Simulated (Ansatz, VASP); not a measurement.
# TlAs2 in VASP and in Ansatz

Contents of INCAR:

```
SYSTEM = TlAs2
PREC = Accurate
ENCUT = 600
EDIFF = 1E-6
ISMEAR = 0
SIGMA = 0.1
LREAL = .False.
LASPH = .True.
NELM = 60
ALGO = Normal
ISIF = 3
LWAVE = .False.
LCHARG = .False.
GGA = PE
IBRION = 2
NSW = 90
EDIFFG = -0.04
```

KPOINTS

```
regular mesh
0
Gamma
  4 4 4
  0 0 0
```

The input POSCAR:

```
TlAs2
1.0
    0.0000000000      3.2585406648      3.2585406648
    3.2585406648      0.0000000000      3.2585406648
    3.2585406648      3.2585406648      0.0000000000
Tl As
1 2
Direct
    0.0000000000      0.0000000000      0.0000000000
    0.2500000000      0.2500000000      0.2500000000
    0.7500000000      0.7500000000      0.7500000000
```

Input for Ansatz:

```yaml
crystal:
  lattice:
    - [0.0, 3.2585406648, 3.2585406648]
    - [3.2585406648, 0.0, 3.2585406648]
    - [3.2585406648, 3.2585406648, 0.0]
  atoms:
    - { symbol: Tl, position: [0.0, 0.0, 0.0] }
    - { symbol: As, position: [0.25, 0.25, 0.25] }
    - { symbol: As, position: [0.75, 0.75, 0.75] }
basis:
  ecutwfc: 420
kpoints:
  mp_grid: { grid: [4, 4, 4] }
hamiltonian:
  xc: pbe
scf:
  occupations: { method: gaussian, width: 0.1 }
  lower_state_search: "off"
output:
  forces: true
  stress: true
  eigenvalues: true
relax:
  adjacent_minimum: "off"
  f_tol: 0.04
  max_steps: 70
  cell: { stress_tol: 0.4 }
```

Alike in both runs: task relaxation of cell and atoms; functional PBE; k mesh 4 × 4 × 4; occupations gaussian, width 0.1 eV; no spin polarisation.

|  | VASP | Ansatz |
| --- | --- | --- |
| version | VASP 6.6.1 | Ansatz 0.2.0 |
| potentials or method | VASP PAW PBE potentials, release 64 (Tl_d, As), cutoff 600 eV | scalar-relativistic, plane waves, PAW |
| valence electrons in the cell | 23 | 43 |

Ansatz gave:

| Property | Result |
| --- | --- |
| gap on the k mesh at the Fermi level, each at its own relaxed structure (eV) | none |
| relaxed volume (Å³/atom) | 26.61 |
| relaxed length of the cell vector where the two differ most in proportion (Å) | 4.833 |

Task: What did VASP give for the same quantities?

Result: gap on the k mesh at the Fermi level, each at its own relaxed structure (eV): none; relaxed volume (Å³/atom): 26.75; relaxed length of the cell vector where the two differ most in proportion (Å): 4.842.

A gap of «none» marks a metal or a gap that the smearing closes. VASP's potentials hold 23 valence electrons a cell and Ansatz's 43, so a difference there can come from the potentials and not from the codes.

The k mesh is coarse, so the values compare programs but aren't converged. Spin-orbit coupling is off throughout. Noted on VASP's run: the volume moved by over 15 % at a fixed basis, so the end points are rough.
